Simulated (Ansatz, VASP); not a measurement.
Nb: VASP beside Ansatz

INCAR

```
  PREC = Accurate
  ENCUT = 500
  EDIFF = 1E-6
  ISMEAR = -1
  SIGMA = 0.08
  LREAL = False
  LASPH = True
  NELM = 120
  ALGO = Normal
  ISIF = 2
  LWAVE = False
  LCHARG = False
  GGA = PE
  NBANDS = 12
  GGA_COMPAT = False
```

File KPOINTS:

```
regular mesh
0
Gamma
  13 13 13
```

Contents of POSCAR:

```
Nb
1.0
   -0.0105750000      2.1150000000      2.1150000000
    2.1150000000     -0.0105750000      2.1150000000
    2.1044250000      2.1044250000      0.0000000000
Nb
1
Direct
    0.0000000000      0.0000000000      0.0000000000
```

Input for Ansatz:

```yaml
crystal:
  lattice:
    - [-0.010575, 2.115, 2.115]
    - [2.115, -0.010575, 2.115]
    - [2.104425, 2.104425, 0.0]
  atoms:
    - { symbol: Nb, position: [0.0, 0.0, 0.0] }
kpoints:
  mp_grid: { grid: [13, 13, 13] }
scf:
  occupations: { method: fermi_dirac, width: 0.08 }
hamiltonian:
  xc: pbe
  pseudopotentials: { kind: all_electron, lapw: { basis_error: 0.00025 } }
output:
  forces: true
  stress: true
  eigenvalues: true
```

Change from the starting cell: xy shear strain of -1 %.

Alike in both runs: task single point; functional PBE; k mesh 13 × 13 × 13; occupations fermi-dirac, width 0.08 eV; no spin polarisation.

```csv
,VASP,Ansatz
version,VASP 6.6.1,Ansatz 0.2.0
potentials or method,"VASP PAW PBE potentials, release 64 (Nb_sv), cutoff 500 eV","all-electron LAPW, scalar-relativistic"
```

```csv
,VASP,Ansatz,Ansatz less VASP
pressure (GPa),-1.4,-1.1,+0.33
"traceless stress, the component that is largest in VASP (GPa)",-0.43,-0.44,-0.010
```

Ansatz ran all-electron here, and VASP with PAW potentials.
